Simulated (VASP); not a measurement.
Wanted: the native input for a VASP 6.6.1 run.

```
Task                   : single point
Functional             : PBEsol
Potentials or basis    : VASP PAW PBE potentials, release 64 (Te, As)
Cutoff                 : 520 eV
k mesh                 : 8 × 8 × 8
Occupations            : tetrahedron
Spin                   : no spin polarisation
Dipole correction      : no
Further INCAR settings : ALGO = Normal; EDIFF = 1e-06; NBANDS = 25
```

The structure of TeAs2 lies in POSCAR:

```
TeAs2
1.0
   -3.5564540000      3.5564540000      2.9405160000
    3.5564540000     -3.5564540000      2.9405160000
    3.5564540000      3.5564540000     -2.9405160000
Te As
2 4
Direct
    0.7500000000      0.2500000000      0.5000000000
    0.0000000000      0.0000000000      0.0000000000
    0.3750000000      0.6250000000      0.2500000000
    0.3750000000      0.1250000000      0.7500000000
    0.3750000000      0.6250000000      0.7500000000
    0.8750000000      0.6250000000      0.2500000000
```

These files were run (other wordings do the same):

INCAR

```
SYSTEM = TeAs2
PREC = Accurate
ENCUT = 520
EDIFF = 1E-6
ISMEAR = -5
SIGMA = 0.1
LREAL = .FALSE.
LASPH = .TRUE.
NELM = 80
ALGO = Normal
ISIF = 2
LWAVE = .FALSE.
LCHARG = .FALSE.
GGA = PS
NBANDS = 25
```

KPOINTS

```
regular mesh
0
G
  8 8 8
  0 0 0
```

Potentials or basis: VASP PAW PBE potentials, release 64 (Te, As).

Command:

```sh
$ cat potpaw_PBE.64/Te/POTCAR potpaw_PBE.64/As/POTCAR > POTCAR
$ mpirun -np 1 vasp_std > vasp.out
```

Results of the run:

```
Pressure               : -3.6 GPa
Band gap on the k mesh : zero (bands 16 and 17 overlap by 0.56 eV)
```

Caveat: the cell stands under tension; the PAW data sets were made with another functional, which shifts forces and pressure a little; spin-orbit coupling is left out, which moves the levels of the heavy elements; tetrahedron occupations give inexact forces and stress in metals.

Wall time 2 min on 1 thread of Intel(R) Xeon(R) 6975P-C (Granite Rapids) (shared host), peak memory 0.43 GiB.
